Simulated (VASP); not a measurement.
# HfC (F-43m) in VASP: notebook

HfC is run at these levels: r2SCAN, r2SCAN+U; tasks: single point.

Program: VASP 6.6.1. These are calculated values, not measurements. Logs are shortened: lines on timing, memory, paths and dates and some standing lists are left out, and cuts for length are marked.

### 1 The cell of the first run

The structure is cubic, space group F-43m (No. 216). Conventional cell: a = 5.025 Å, b = 5.025 Å, c = 5.025 Å, α = 90.00°, β = 90.00°, γ = 90.00°. Hf (site symmetry -43m) has 4 C at 2.18 Å within 2.9 Å. Within 2.9 Å of C (site symmetry -43m) lie 4 Hf at 2.18 Å.

### 2 Single point, r2SCAN

File POSCAR:

```
HfC
1.0
    0.0000000000      2.5126537230      2.5126537230
    2.5126537230      0.0000000000      2.5126537230
    2.5126537230      2.5126537230      0.0000000000
Hf C
1 1
Direct
    0.0000000000      0.0000000000      0.0000000000
    0.2500000000      0.2500000000      0.2500000000
```

File INCAR.step1:

```
PREC = Accurate ; ENCUT = 520
ISMEAR = -4 ; SIGMA = 0.1
LREAL = False ; LASPH = True
NELM = 80 ; NBANDS = 14
GGA = PE ; ALGO = Normal
EDIFF = 1E-4 ; LWAVE = True
LCHARG = False
```

File INCAR.step2:

```
PREC = Accurate ; ENCUT = 520
EDIFF = 1E-6 ; ISMEAR = -4
SIGMA = 0.1 ; LREAL = False
LASPH = True ; NELM = 80
ALGO = Normal ; ISIF = 2
LWAVE = False ; LCHARG = False
METAGGA = R2SCAN ; LMIXTAU = True
NBANDS = 14 ; ISTART = 1
```

File KPOINTS:

```
Automatic mesh
0
Gamma
  12 12 12
```

Potentials or basis: VASP PAW PBE potentials, release 64 (Hf_pv, C).

The run is started by

```bash
$ cat potpaw_PBE.64/Hf_pv/POTCAR potpaw_PBE.64/C/POTCAR > POTCAR
$ cp INCAR.step1 INCAR
$ mpirun -np 1 vasp_std > vasp.out
$ cp INCAR.step2 INCAR
$ mpirun -np 1 vasp_std > vasp.out
```

OUTCAR:

```text
PREC = Accurate
   ENCUT = 520
   EDIFF = 1E-6
   ISMEAR = -4
   LREAL = False
   LASPH = True
   NELM = 80
   ISIF = 2
   METAGGA = R2SCAN
   ISTART = 1

 ion  position               nearest neighbor table
   1  0.000  0.000  0.000-   2 2.18   2 2.18   2 2.18   2 2.18
   2  0.250  0.250  0.250-   1 2.18   1 2.18   1 2.18   1 2.18

  LATTYP: Found a face centered cubic cell.
 ALAT       =     5.0253074460

  Lattice vectors:

 A1 = (   0.0000000000,   2.5126537230,   2.5126537230)
 A2 = (   2.5126537230,   0.0000000000,   2.5126537230)
 A3 = (   2.5126537230,   2.5126537230,   0.0000000000)

Analysis of symmetry for initial positions (statically):
=====================================================================
 Subroutine PRICEL returns:
 Original cell was already a primitive cell.

 Routine SETGRP: Setting up the symmetry group for a
 face centered cubic supercell.

 Subroutine GETGRP returns: Found 24 space group operations
 (whereof 24 operations were pure point group operations)
 out of a pool of 48 trial point group operations.

The static configuration has the point symmetry T_d .

Analysis of symmetry for dynamics (positions and initial velocities):
=====================================================================
 Subroutine PRICEL returns:
 Original cell was already a primitive cell.

 Routine SETGRP: Setting up the symmetry group for a
 face centered cubic supercell.

 Subroutine GETGRP returns: Found 24 space group operations
 (whereof 24 operations were pure point group operations)
 out of a pool of 48 trial point group operations.

The dynamic configuration has the point symmetry T_d .

 Subroutine INISYM returns: Found 24 space group operations
 (whereof 24 operations are pure point group operations),
 and found     1 'primitive' translations

----------------------------------------------------------------------------------------

                                     Primitive cell

  volume of cell :      31.7269

  direct lattice vectors                    reciprocal lattice vectors
     0.000000000  2.512653723  2.512653723    -0.198992800  0.198992800  0.198992800
     2.512653723  0.000000000  2.512653723     0.198992800 -0.198992800  0.198992800
     2.512653723  2.512653723  0.000000000     0.198992800  0.198992800 -0.198992800

  length of vectors
     3.553428973  3.553428973  3.553428973     0.344665640  0.344665640  0.344665640

  position of ions in fractional coordinates (direct lattice)
     0.000000000  0.000000000  0.000000000
     0.250000000  0.250000000  0.250000000

  ion indices of the primitive-cell ions
   primitive index   ion index
                 1           1
                 2           2

----------------------------------------------------------------------------------------

 KPOINTS: Automatic mesh

Automatic generation of k-mesh.
 Grid dimensions read from file:
 generate k-points for:   12   12   12

 Generating k-lattice:

  Cartesian coordinates                     Fractional coordinates (reciprocal lattice)
    -0.016582733  0.016582733  0.016582733     0.083333333  0.000000000  0.000000000
     0.016582733 -0.016582733  0.016582733     0.000000000  0.083333333  0.000000000
     0.016582733  0.016582733 -0.016582733     0.000000000  0.000000000  0.083333333

  Length of vectors
     0.028722137  0.028722137  0.028722137

  Shift w.r.t. Gamma in fractional coordinates (k-lattice)
     0.000000000  0.000000000  0.000000000

 TETIRR: Found    247 inequivalent tetrahedra from    10368

 Subroutine IBZKPT returns following result:
 ===========================================

 Found     72 irreducible k-points:

 Following reciprocal coordinates:
            Coordinates               Weight
  0.000000  0.000000  0.000000      1.000000
  0.083333  0.000000  0.000000      8.000000
  0.166667  0.000000  0.000000      8.000000
  0.250000  0.000000  0.000000      8.000000
  0.333333  0.000000  0.000000      8.000000
  0.416667  0.000000  0.000000      8.000000
[... 16 lines left out ...]
  0.500000  0.166667  0.000000     24.000000
 -0.416667  0.166667  0.000000     24.000000
 [... further k-points ...]
   k-points           NKPTS =     72   k-points in BZ     NKDIM =     72   number of bands    NBANDS=     14
   number of dos      NEDOS =    301   number of ions     NIONS =      2
   total plane-waves  NPLWV =  21952
   dimension x,y,z NGX =    28 NGY =   28 NGZ =   28
   dimension x,y,z NGXF=    56 NGYF=   56 NGZF=   56
   ions per type =               1   1
   NGX,Y,Z   is equivalent  to a cutoff of  13.10, 13.10, 13.10 a.u.
   NGXF,Y,Z  is equivalent  to a cutoff of  26.20, 26.20, 26.20 a.u.
 SYSTEM =  unknown system
   PREC   = accura    normal or accurate (medium, high low for compatibility)
   ISTART =      1    job   : 0-new  1-cont  2-samecut
   ICHARG =      0    charge: 1-file 2-atom 10-const
   ISPIN  =      1    spin polarized calculation?
   LNONCOLLINEAR =      F non collinear calculations
   LSORBIT =      F    spin-orbit coupling
   LASPH  =      T    aspherical Exc in radial PAW
   ENCUT  =  520.0 eV  38.22 Ry    6.18 a.u.   6.61  6.61  6.61*2*pi/ulx,y,z
   NELM   =     80;   NELMIN=  2; NELMDL=  0     # of ELM steps
   EDIFF  = 0.1E-05   stopping-criterion for ELM
   LREAL  =      F    real-space projection
   EDIFFG = 0.1E-04   stopping-criterion for IOM
   NSW    =      0    number of steps for IOM
   IBRION =     -1    ionic relax: 0-MD 1-quasi-New 2-CG
   NFREE  =      0    steps in history (QN), initial steepest desc. (CG)
   ISIF   =      2    stress and relaxation
   ISYM   =      2    0-nonsym 1-usesym 2-fastsym
   POTIM  = 0.5000    time-step for ionic-motion
   TEBEG  =    0.0;   TEEND  =   0.0 temperature during run
   PSTRESS=    0.0 pullay stress
   NELECT =      14.0000    total number of electrons
   NUPDOWN=      -1.0000    fix difference up-down
   EMIN   =  10.00;   EMAX   =-10.00  energy-range for DOS
   EFERMI =   0.00;   METHOD = LEGACY
   ISMEAR =    -4;   SIGMA  =   0.10  broadening in eV -4-tet -1-fermi 0-gaus
   EFERMI_NEDOS =   21; number of points for ismear=-14 and -15
   IALGO  =     38    algorithm
   IMIX   =      4    mixing-type and parameters
     AMIX     =   0.40;   BMIX     =  1.00
     AMIX_MAG =   1.60;   BMIX_MAG =  1.00
  volume/ion in A,a.u.               =      15.86       107.05
  Fermi-wavevector in a.u.,A,eV,Ry     =   1.246354  2.355268 21.135279  1.553399
  Thomas-Fermi vector in A             =   2.380536
   LORBIT       =      0    0 simple, 1 ext, 2 COOP (PROOUT), +10 PAW based schemes
   METAGGA = R2SCAN    functional components
   LHFCALC =     F    Hartree Fock is set to
   AEXX    =    0.0000 exact exchange contribution
   IVDW    =     0    specifies the selected vdW correction
   LEPSILON=     F    determine dielectric tensor
   LRPA    =     F    only Hartree local field effects (RPA)
 non-spin polarized calculation
 Fermi weights with tetrahedron method witout Bloechl corrections
  energy-cutoff  :      520.00
  volume of cell :       31.73
 maximum number of plane-waves:       881
   NGX = 13   NGY = 13   NGZ = 13

 number of electron      14.0000000 magnetization

 Free energy of the ion-electron system (eV)
  ---------------------------------------------------
  ext. energy  EPLUGINS =         0.00000000
  ---------------------------------------------------
  free energy    TOTEN  =       -56.05867816 eV

  energy without entropy =      -56.05867816  energy(sigma->0) =      -56.05867816

 E-fermi :   3.7025     XC(G=0): -11.4880

 val. band max:        3.5593048161   @ k =  -0.2500   0.5000   0.2500
 cond. band min:       4.1370063205   @ k =  -0.2500   0.5000   0.2500
 fundamental gap:      0.5777015044
 Fermi energy:         3.7024801812

 k-point     1 :       0.0000    0.0000    0.0000
  band No.  band energies     occupation
      1     -27.0756      2.00000
      2     -27.0756      2.00000
      3     -27.0755      2.00000
      4      -7.6794      2.00000
      5       1.2109      2.00000
      6       1.2109      2.00000
      7       1.2109      2.00000
      8       7.3747      0.00000
      9       7.5670      0.00000
     10       7.5670      0.00000
     11      13.3550      0.00000
     12      13.3550      0.00000
     13      13.3550      0.00000
     14      16.4192      0.00000

 k-point     2 :       0.0833    0.0000    0.0000
  band No.  band energies     occupation
      1     -27.0995      2.00000
      2     -27.0790      2.00000
      3     -27.0790      2.00000
      4      -7.5673      2.00000
      5       1.0509      2.00000
      6       1.2712      2.00000
      7       1.2712      2.00000
      8       7.4651      0.00000
      9       7.4651      0.00000
     10       7.7273      0.00000
     11      13.1369      0.00000
     12      13.5284      0.00000
     13      13.5284      0.00000
     14      16.4191      0.00000

 k-point     3 :       0.1667    0.0000    0.0000
  band No.  band energies     occupation
      1     -27.1642      2.00000
      2     -27.0883      2.00000
      3     -27.0882      2.00000
      4      -7.2595      2.00000
      5       0.7146      2.00000
      6       1.4276      2.00000
      7       1.4276      2.00000
      8       7.2836      0.00000
      9       7.2836      0.00000
     10       8.5503      0.00000
     11      12.7042      0.00000
     12      13.7701      0.00000
     13      13.7701      0.00000
     14      15.7580      0.00000
[... 324 lines left out ...]
 k-point    23 :       0.5000    0.1667    0.0000
  band No.  band energies     occupation
      1     -27.3884      2.00000
      2     -27.1760      2.00000
      3     -27.1451      2.00000
      4      -5.8603      2.00000
      5       0.5267      2.00000
      6       1.6972      2.00000
      7       2.2140      2.00000
      8       6.4591      0.00000
      9       8.1759      0.00000
     10       8.4204      0.00000
     11      11.1598      0.00000
     12      12.2473      0.00000
     13      12.4624      0.00000
     14      16.4172      0.00000

 k-point    24 :      -0.4167    0.1667    0.0000
  band No.  band energies     occupation
      1     -27.3914      2.00000
      2     -27.1868      2.00000
      3     -27.1385      2.00000
      4      -5.8353      2.00000
      5       0.7387      2.00000
      6       1.5176      2.00000
      7       2.1843      2.00000
      8       6.6310      0.00000
      9       7.7480      0.00000
     10       8.5519      0.00000
     11      11.6129      0.00000
     12      11.8041      0.00000
     13      12.4327      0.00000
     14      16.4182      0.00000

 [... further k-points ...]
[... 5 lines left out ...]
  --------------------------------------------------------------------------------------
  -------------------------------------------------------------------------------------
  Total       -0.0860633     -0.0860633     -0.0860633     -0.0000000      0.0000000      0.0000000
  in kB       -4.3461117     -4.3461117     -4.3461117     -0.0000000      0.0000000      0.0000000
  external PRESSURE =      -4.3461117 kB  Pullay stress =       0.0000000 kB

 VOLUME and BASIS-vectors are now :
 -----------------------------------------------------------------------------
  energy-cutoff  :      520.00
  volume of cell :       31.73
      direct lattice vectors                 reciprocal lattice vectors
     0.000000000  2.512653723  2.512653723    -0.198992800  0.198992800  0.198992800
     2.512653723  0.000000000  2.512653723     0.198992800 -0.198992800  0.198992800
     2.512653723  2.512653723  0.000000000     0.198992800  0.198992800 -0.198992800

 POSITION                                       TOTAL-FORCE (eV/Angst)
 -----------------------------------------------------------------------------------
      0.00000      0.00000      0.00000         0.000000      0.000000      0.000000
      1.25633      1.25633      1.25633        -0.000000     -0.000000     -0.000000
 -----------------------------------------------------------------------------------
    total drift:                                0.000000      0.000000      0.000000

  FREE ENERGIE OF THE ION-ELECTRON SYSTEM (eV)
  ---------------------------------------------------
  free  energy   TOTEN  =       -56.0586781573 eV

  energy  without entropy=      -56.0586781573  energy(sigma->0) =      -56.05867816
```

It took 97 s on 1 thread of Intel Xeon Platinum 8375C at 2.90GHz (Ice Lake), shared host; peak memory 0.18 GiB.

Results:

```yaml
Free_energy: -56.0587 eV
Pressure: -0.4 GPa
Band_gap_on_the_k_mesh: 0.58 eV
```

Caveat: the PAW data sets were made with another functional, which shifts forces and pressure a little; spin-orbit coupling is left out, which moves the levels of the heavy elements. A k mesh can miss the band edges.

### 3 Single point, r2SCAN+U

POSCAR is that of step 2.

File INCAR.step1:

```
SYSTEM = HfC
ALGO = Normal
EDIFF = 1E-4
ENCUT = 520
GGA = PE
ISMEAR = 0
LASPH = .TRUE.
LCHARG = .FALSE.
LDAU = .TRUE.
LDAUJ = 0 0
LDAUL = 2 -1
LDAUTYPE = 2
LDAUU = 2 0
LMAXMIX = 4
LREAL = .FALSE.
LWAVE = .TRUE.
NBANDS = 14
NELM = 150
PREC = Accurate
SIGMA = 0.05
```

File INCAR.step2:

```
SYSTEM = HfC
ALGO = Normal
EDIFF = 1E-6
ENCUT = 520
ISIF = 2
ISMEAR = 0
ISTART = 1
LASPH = .TRUE.
LCHARG = .TRUE.
LDAU = .TRUE.
LDAUJ = 0 0
LDAUL = 2 -1
LDAUPRINT = 1
LDAUTYPE = 2
LDAUU = 2 0
LELF = .TRUE.
LMAXMIX = 4
LMIXTAU = .TRUE.
LREAL = .FALSE.
LVHAR = .TRUE.
LWAVE = .FALSE.
METAGGA = R2SCAN
NBANDS = 14
NELM = 150
PREC = Accurate
SIGMA = 0.05
```

File KPOINTS:

```
k-points
0
G
  12 12 12
  0 0 0
```

Potentials or basis: VASP PAW PBE potentials, release 64 (Hf_pv, C).

The run is started by

```bash
$ cat potpaw_PBE.64/Hf_pv/POTCAR potpaw_PBE.64/C/POTCAR > POTCAR
$ cp INCAR.step1 INCAR
$ mpirun -np 1 vasp_std > vasp.out
$ cp INCAR.step2 INCAR
$ mpirun -np 1 vasp_std > vasp.out
```

It took 99 s on 1 thread of Intel Xeon Platinum 8375C at 2.90GHz (Ice Lake), shared host; peak memory 0.19 GiB.

Results (log left out):

```yaml
Free_energy: -54.7277 eV
Pressure: 4.8 GPa
Band_gap_on_the_k_mesh: 0.67 eV
```

Levels at points of the mesh, in eV from the valence-band top:
```csv
k point,band 4,band 5,band 6,band 7,band 8,band 9,band 10,band 11
"(0.00, 0.00, 0.00)",-11.28,-2.19,-2.19,-2.19,3.73,4.45,4.45,9.87
"(0.50, 0.00, 0.00)",-9.56,-3.09,-1.54,-1.54,4.50,5.20,5.20,7.24
"(0.50, 0.50, 0.00)",-8.94,-4.11,-0.03,-0.03,0.78,5.14,6.29,6.45
```

Eigenvalues of the final occupation matrices:
| site | spin | trace | eigenvalues |
| --- | --- | --- | --- |
| site 1 d | 1 | 0.79 | 0.09 0.09 0.21 0.21 0.21 |
| site 1 d | 2 | 0.79 | 0.09 0.09 0.21 0.21 0.21 |

Caveat: the cell stands under pressure; the PAW data sets were made with another functional, which shifts forces and pressure a little; spin-orbit coupling is left out, which moves the levels of the heavy elements; the U is typed as a test and isn't derived for this compound.
